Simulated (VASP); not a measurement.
Here is a VASP 6.6.1 calculation.

File INCAR:

```
  ALGO = Normal
  EDIFF = 1E-7
  ENCUT = 520
  GGA = PS
  ISIF = 2
  ISMEAR = -1
  LASPH = T
  LCHARG = F
  LREAL = Auto
  LWAVE = F
  NBANDS = 64
  NELM = 60
  PREC = Accurate
  SIGMA = 0.05
```

File KPOINTS:

```
k-points
0
Gamma
  1 1 1
```

The input POSCAR:

```
H6C2O
1.0
    7.2936330000      0.0000000000      0.0000000000
    0.0000000000      7.2936330000      0.0000000000
    0.0000000000      0.0000000000      7.2936330000
C O H
8 4 24
Direct
    0.5643689503      0.5326563593      0.8483837890
    0.5079635896      0.6982802672      0.9745349128
    0.0614508572      0.2695912997      0.7755394328
    0.0971943612      0.1186651426      0.9133856886
    0.1623196561      0.7353262770      0.5139139850
    0.0937255823      0.6837059117      0.3226101450
    0.6097647085      0.0648236620      0.3941931271
    0.5088547779      0.2503416336      0.3537468913
    0.5763108728      0.6523223749      1.1587640892
    0.2855230034      0.1060514013      0.9560530397
    0.0677851490      0.4914834624      0.2998917001
    0.3230488839      0.1911256023      0.3124231779
    0.4958022977      0.6966898389      1.2534357021
    0.5732808327      0.8373056336      0.9318949829
    0.3598481031      0.7185856486      0.9659109527
    0.5078127731      0.5626962585      0.7209850016
    0.7111545097      0.5287214204      0.8459707254
    0.5049746813      0.3981417765      0.8973031684
    0.2997820154      0.1165400014      1.0913628366
    0.0210457532      0.1443862064      1.0366164571
    0.0708426103     -0.0193319296      0.8475885749
   -0.0749969185      0.2824244104      0.7072744132
    0.0876655022      0.4067108943      0.8304777605
    0.1622511031      0.2731697633      0.6617415491
   -0.0709385844      0.4739750410      0.3045533001
   -0.0368814828      0.7495167360      0.2959704718
    0.1820903245      0.7387813453      0.2103067155
    0.1884794587      0.8866089094      0.5324369899
    0.0572142854      0.7079736532      0.6181967203
    0.2924057188      0.6543104102      0.5545933008
    0.2444735018      0.3037306648      0.3055541731
    0.5178352133      0.3465762536      0.4738379351
    0.5686329433      0.3311244204      0.2370012311
    0.7379038677      0.0675520690      0.4828457917
    0.5226339192     -0.0129290849      0.4879872623
    0.6309338570     -0.0211143061      0.2697284056
```

Potentials or basis: VASP PAW PBE potentials, release 64 (C, O, H).

The run is started by

```bash
$ cat potpaw_PBE.64/C/POTCAR potpaw_PBE.64/O/POTCAR potpaw_PBE.64/H/POTCAR > POTCAR
$ mpirun -np 1 vasp_gam > vasp.out
```

**Question.** What does it give for the largest force?

**Answer.** 3.070 eV/Å.

**Question.** Predict the band gap on the k mesh.

**Answer.** 4.32 eV.

**Question.** Estimate the pressure.

**Answer.** -1.7 GPa.

Forces on the atoms (eV/Å):
```
C   -0.738  0.660  2.906
C    1.632 -0.381  0.070
C    0.264  0.892 -0.960
C    0.577 -0.792 -1.716
C    0.968 -0.031  0.254
C    0.478  0.791  0.194
C    0.475  0.530  0.533
C    0.694 -1.073 -0.019
O   -0.001 -0.033 -1.133
O    0.684  0.273  0.220
O   -1.845 -0.501  0.050
O    0.153  1.228  0.203
H   -0.500  0.406  0.208
H   -0.521 -1.401  0.152
H   -0.390 -0.003  0.405
H   -0.604  0.262 -2.261
H    0.980 -0.269 -0.238
H    0.270  0.767 -0.077
H    0.129  0.244 -0.004
H   -0.852 -0.197  0.785
H   -0.797  0.570  0.425
H    0.168 -0.571  0.481
H   -0.105  0.295  0.733
H   -0.028 -0.689 -0.021
H    1.956 -0.108 -0.125
H   -0.604  0.435  0.041
H    0.174 -0.348  0.312
H    0.146 -0.675 -0.495
H   -0.107 -0.392  0.060
H   -1.131  0.764 -0.416
H    0.047 -0.368  0.048
H   -0.386 -0.541 -0.117
H   -0.209 -0.514  0.223
H   -0.423  0.542 -1.032
H   -0.635 -0.192  0.039
H    0.081  0.420  0.272
```

Caveat: the k points lie up to 0.86 Å⁻¹ apart; the PAW data sets were made with another functional, which shifts forces and pressure a little.
